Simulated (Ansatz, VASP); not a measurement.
# PtS2: VASP beside Ansatz

INCAR

```
ALGO = Normal
EDIFF = 1E-6
ENCUT = 520
GGA = PE
ISIF = 2
ISMEAR = 0
LASPH = True
LCHARG = False
LREAL = False
LWAVE = False
NBANDS = 18
NELM = 100
PREC = Accurate
SIGMA = 0.05
```

KPOINTS

```
k-points
0
Gamma
  12 12 8
```

The input POSCAR:

```
PtS2
1.0
    3.5431994758      0.0000000000      0.0000000000
   -1.7715997379      3.0685007567      0.0000000000
    0.0000000000      0.0000000000      5.0388000000
Pt S
1 2
Direct
    0.0000000000      0.0000000000      0.0000000000
    0.3805514654      0.7012327384      0.2500000000
    0.6666666667      0.3333333333      0.7500000000
```

Input for Ansatz:

```yaml
crystal:
  lattice:
    - [3.5431994758, 0.0, 0.0]
    - [-1.7715997379, 3.0685007567, 0.0]
    - [0.0, 0.0, 5.0388]
  atoms:
    - { symbol: Pt, position: [0.0, 0.0, 0.0] }
    - { symbol: S, position: [0.3805514654, 0.7012327384, 0.25] }
    - { symbol: S, position: [0.6666666667, 0.3333333333, 0.75] }
basis:
  ecutwfc: 420
kpoints:
  mp_grid: { grid: [12, 12, 8] }
hamiltonian:
  xc: pbe
scf:
  occupations: { method: gaussian, width: 0.05 }
output:
  forces: true
  stress: true
  eigenvalues: true
```

Alike in both runs: task single point; functional PBE; k mesh 12 × 12 × 8; occupations gaussian, width 0.05 eV; no spin polarisation.

|  | VASP | Ansatz |
| --- | --- | --- |
| version | VASP 6.6.1 | Ansatz 0.2.0 |
| potentials or method | VASP PAW PBE potentials, release 64 (Pt, S), cutoff 520 eV | scalar-relativistic, plane waves, PAW |
| valence electrons in the cell | 22 | 30 |

Ansatz gave:

```
gap on the k mesh at the Fermi level (eV)                     : 0.43
least direct gap on the mesh (eV)                             : 0.64
pressure (GPa)                                                : 3.3
traceless stress, the component that is largest in VASP (GPa) : -4.03
rms of the force components (eV/Å)                            : 0.672
```

Task: Estimate VASP's values.

Result: gap on the k mesh at the Fermi level (eV): 0.44; least direct gap on the mesh (eV): 0.65; pressure (GPa): 2.9; traceless stress, the component that is largest in VASP (GPa): -4.00; rms of the force components (eV/Å): 0.672.

Atom by atom the forces differ by 0.019 eV/Å (rms over components). VASP's potentials hold 22 valence electrons a cell and Ansatz's 30, so a difference there can come from the potentials and not from the codes.

Spin-orbit coupling is off throughout.
